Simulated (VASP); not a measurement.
Mg2ZnO3, 6 atoms in the cell. The structure is trigonal, space group P-3m1 (No. 164). Conventional cell: a = 2.959 Å, b = 2.959 Å, c = 7.212 Å, α = 90.00°, β = 90.00°, γ = 120.00°. Within 2.7 Å of Mg (site symmetry 3m) lie 6 O at 2.07 to 2.09 Å. Within 2.8 Å of Zn (site symmetry -3m) lie 6 O at 2.11 Å. O (site symmetry 3m) has 3 Mg at 2.07 Å and 3 Zn at 2.11 Å within 2.7 Å. Within 2.8 Å of O (site symmetry -3m) lie 6 Mg at 2.09 Å. 

* Program: VASP 6.6.1
* Task: single point
* Functional: LDA
* Potentials or basis: VASP PAW LDA potentials, release 64 (Mg_sv, Zn, O)
* Cutoff: 750 eV
* k mesh: 12 × 12 × 4
* Occupations: gaussian, width 0.05 eV
* Spin: no spin polarisation
* Dipole correction: no
* Mended: yes
* Further INCAR settings: ALGO = Normal; EDIFF = 1e-06; NBANDS = 34

Potentials or basis: VASP PAW LDA potentials, release 64 (Mg_sv, Zn, O).

Run with:

```bash
$ cat potpaw_LDA.64/Mg_sv/POTCAR potpaw_LDA.64/Zn/POTCAR potpaw_LDA.64/O/POTCAR > POTCAR
$ mpirun -np 1 vasp_std > vasp.out
```

Hardware: 1 thread of Intel(R) Xeon(R) 6975P-C (Granite Rapids), on a shared host.

Question: How long does it take, and how much memory?

Answer: Run time: 2.4 min on 1 thread of Intel(R) Xeon(R) 6975P-C (Granite Rapids), on a shared host, peak memory 0.32 GiB. Counts: scf iterations 14, k points 69.
